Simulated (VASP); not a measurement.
## Mg: single point with PBE

Mg:

```
Mg
1.0
     3.18776    0.00000    0.00000
    -1.59388    2.76068    0.00000
     0.00000    0.00000    5.17533
Mg
2
Direct
  0.33333 0.66667 0.25000
  0.66667 0.33333 0.75000
```

| Property | Result |
| --- | --- |
| Program | VASP 6.6.1 |
| Task | single point |
| Functional | PBE |
| Potentials or basis | VASP PAW PBE potentials, release 64 (Mg) |
| Cutoff | 520 eV |
| k mesh | 12 × 12 × 7 |
| Occupations | fermi-dirac, width 0.3 eV |
| Spin | no spin polarisation |

```json
{
  "Pressure": "0.5 GPa",
  "Band gap on the k mesh": "zero (band 2 reaches 3.67 eV, above the bottom of band 3 at 1.43 eV)"
}
```

Stress tensor (GPa, compression positive):
```
0.54 0.00 0.00
0.00 0.54 0.00
0.00 0.00 0.37
```

Levels at points of the mesh, in eV from the Fermi level:
| k point | band 1 | band 2 | band 3 | band 4 | band 5 |
| --- | --- | --- | --- | --- | --- |
| (0.00, 0.00, 0.00) | -6.95 | -1.68 | -1.23 | 11.00 | 11.00 |
| (0.50, 0.00, 0.00) | -2.14 | -2.13 | 2.68 | 3.04 | 3.32 |

It took 21 s on 1 thread of AMD EPYC 7R43 64-Core Processor (Zen 3), on a shared host, peak memory 0.13 GiB.
